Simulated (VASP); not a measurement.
Runs of VASP 6.6.1 on GaN. The structure is that of space group P6_3/mmc (No. 194), or close to it. The cells are those of the table. 

| task | cell | k mesh | cutoff (eV) | smearing | gap on the mesh (eV) | pressure (GPa) |
| --- | --- | --- | --- | --- | --- | --- |
| single point | a = 2.865, b = 2.865, c = 7.876 Å, angles 90.0, 90.0, 120.0°, 4 atoms | 6 × 6 × 2 | 520 | gaussian 0.1 eV | (b) | 66.9 |
| single point | a = 3.300, b = 3.300, c = 4.756 Å, angles 90.0, 90.0, 120.0°, 4 atoms | 12 × 12 × 6 | 520 | gaussian 0.02 eV | 1.88 | 0.9 |
| relaxation of cell and atoms | relaxed from a = 2.865, b = 2.865, c = 7.876 Å, angles 90.0, 90.0, 120.0°, 4 atoms | 12 × 12 × 4 | 600 | gaussian 0.1 eV | (a) | 0.0 |
| single point | a = 3.295, b = 3.295, c = 4.773 Å, angles 90.0, 90.0, 120.0°, 4 atoms | 12 × 12 × 4 | 520 | gaussian 0.1 eV | 1.88 | 1.2 |

Alike in all rows: level r2SCAN; potentials or basis VASP PAW PBE potentials, release 64 (Ga_d, N); no spin polarisation.

**Question.** Estimate the missing entries.

**Answer.** (a) 1.86; (b) 2.11.

Caveats: some runs use coarse meshes; the PAW data sets were made with another functional, which shifts forces and pressure a little.

A k mesh can miss the band edges, and the runs leave out spin-orbit coupling on Ga.
